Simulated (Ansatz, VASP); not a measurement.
**Al2Cu in VASP and in Ansatz**

INCAR

```
SYSTEM = Al2Cu
ALGO = Normal ; EDIFF = 1E-7
ENCUT = 520 ; GGA = PE
ISIF = 2 ; ISMEAR = 0
LASPH = .True. ; LCHARG = .False.
LREAL = .False. ; LWAVE = .False.
NBANDS = 16 ; NELM = 60
PREC = Accurate ; SIGMA = 0.15
```

The input KPOINTS:

```
k-points
0
Gamma
  10 10 14
  0 0 0
```

POSCAR

```
Al2Cu
1.0
    3.9288000000      0.0000000000      0.0000000000
    0.0000000000      3.9288000000      0.0000000000
    0.0000000000      0.0000000000      3.0386000000
Al Cu
2 1
Direct
    0.5000000000      0.0000000000      0.5000000000
    0.0000000000      0.5000000000      0.5000000000
    0.0000000000      0.0000000000      0.0000000000
```

Input for Ansatz:

```yaml
crystal:
  lattice:
    - [3.9288, 0.0, 0.0]
    - [0.0, 3.9288, 0.0]
    - [0.0, 0.0, 3.0386]
  atoms:
    - { symbol: Al, position: [0.5, 0.0, 0.5] }
    - { symbol: Al, position: [0.0, 0.5, 0.5] }
    - { symbol: Cu, position: [0.0, 0.0, 0.0] }
basis:
  ecutwfc: 520.0
kpoints:
  mp_grid: { grid: [10, 10, 14] }
hamiltonian:
  xc: pbe
  pseudopotentials: { kind: paw, azcp: { folder: soft_1 } }
scf:
  occupations: { method: gaussian, width: 0.15 }
output:
  forces: true
  stress: true
  eigenvalues: true
```

Alike in both runs: task single point; functional PBE; k mesh 10 × 10 × 14; occupations gaussian, width 0.15 eV; no spin polarisation.

```csv
,VASP,Ansatz
version,VASP 6.6.1,Ansatz 0.2.0
potentials or method,"VASP PAW PBE potentials, release 64 (Al, Cu), cutoff 520 eV","scalar-relativistic, plane waves, PAW"
valence electrons in the cell,17,25
```

|  | VASP | Ansatz | Ansatz less VASP |
| --- | --- | --- | --- |
| gap on the k mesh at the Fermi level (eV) | none | none | - |
| pressure (GPa) | 5.3 | 5.1 | -0.19 |
| traceless stress, the component that is largest in VASP (GPa) | -5.71 | -5.74 | -0.034 |

A gap of «none» marks a metal or a gap that the smearing closes. VASP's potentials hold 17 valence electrons a cell and Ansatz's 25, so a difference there can come from the potentials and not from the codes.
